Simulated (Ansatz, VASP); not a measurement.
## Two plane-wave programs on SiSe4

File INCAR:

```
SYSTEM = SiSe4
PREC     = Accurate       ! precision mode
ENCUT    = 520            ! plane-wave cutoff, eV
EDIFF    = 1E-6           ! SCF threshold, eV
ISMEAR   = 0              ! smearing method
SIGMA    = 0.1            ! smearing width, eV
LREAL    = .False.        ! projectors in reciprocal space
LASPH    = .True.         ! aspherical terms in the spheres
NELM     = 100            ! most SCF steps
ALGO     = Normal         ! electronic algorithm
ISIF     = 2              ! what is computed and relaxed
LWAVE    = .False.        ! write WAVECAR
LCHARG   = .False.        ! write CHGCAR
GGA      = PE             ! functional
NBANDS   = 22             ! bands
```

File KPOINTS:

```
Automatic mesh
0
Gamma
  4 4 4
  0 0 0
```

The input POSCAR:

```
SiSe4
1.0
    4.6021787200      0.0000000000      0.0000000000
    0.0000000000      4.6021787200      0.0000000000
    0.0000000000      0.0000000000      7.2028240500
Si Se
1 4
Direct
    0.0000000000      0.0000000000      0.0000000000
    0.5000000000      0.5000000000      0.3210133300
    0.5000000000      0.5000000000      0.6789866700
    0.0000000000      0.0000000000      0.3000883900
    0.0000000000      0.0000000000      0.6999116100
```

Input for Ansatz:

```yaml
crystal:
  lattice:
    - [4.60217872, 0.0, 0.0]
    - [0.0, 4.60217872, 0.0]
    - [0.0, 0.0, 7.20282405]
  atoms:
    - { symbol: Si, position: [0.0, 0.0, 0.0] }
    - { symbol: Se, position: [0.5, 0.5, 0.32101333] }
    - { symbol: Se, position: [0.5, 0.5, 0.67898667] }
    - { symbol: Se, position: [0.0, 0.0, 0.30008839] }
    - { symbol: Se, position: [0.0, 0.0, 0.69991161] }
basis:
  ecutwfc: 420
kpoints:
  mp_grid: { grid: [4, 4, 4] }
hamiltonian:
  xc: pbe
scf:
  occupations: { method: gaussian, width: 0.1 }
  lower_state_search: "off"
output:
  forces: true
  stress: true
  eigenvalues: true
```

Alike in both runs: task single point; functional PBE; k mesh 4 × 4 × 4; occupations gaussian, width 0.1 eV; no spin polarisation.

```csv
,VASP,Ansatz
version,VASP 6.6.1,Ansatz 0.2.0
potentials or method,"VASP PAW PBE potentials, release 64 (Si, Se), cutoff 520 eV","scalar-relativistic, plane waves, PAW"
valence electrons in the cell,28,68
```

VASP gave:

```
gap on the k mesh at the Fermi level (eV)                     : none
pressure (GPa)                                                : -1.0
traceless stress, the component that is largest in VASP (GPa) : -2.59
rms of the force components (eV/Å)                            : 1.004
```

Problem. Which values does Ansatz return?

Solution. gap on the k mesh at the Fermi level (eV): none; pressure (GPa): -1.1; traceless stress, the component that is largest in VASP (GPa): -2.64; rms of the force components (eV/Å): 1.006.

Atom by atom the forces differ by 0.006 eV/Å (rms over components). A gap of «none» marks a metal or a gap that the smearing closes. With one functional, cell and mesh, what is left measures potentials, basis and numerics. VASP's potentials hold 28 valence electrons a cell and Ansatz's 68, so a difference there can come from the potentials and not from the codes.
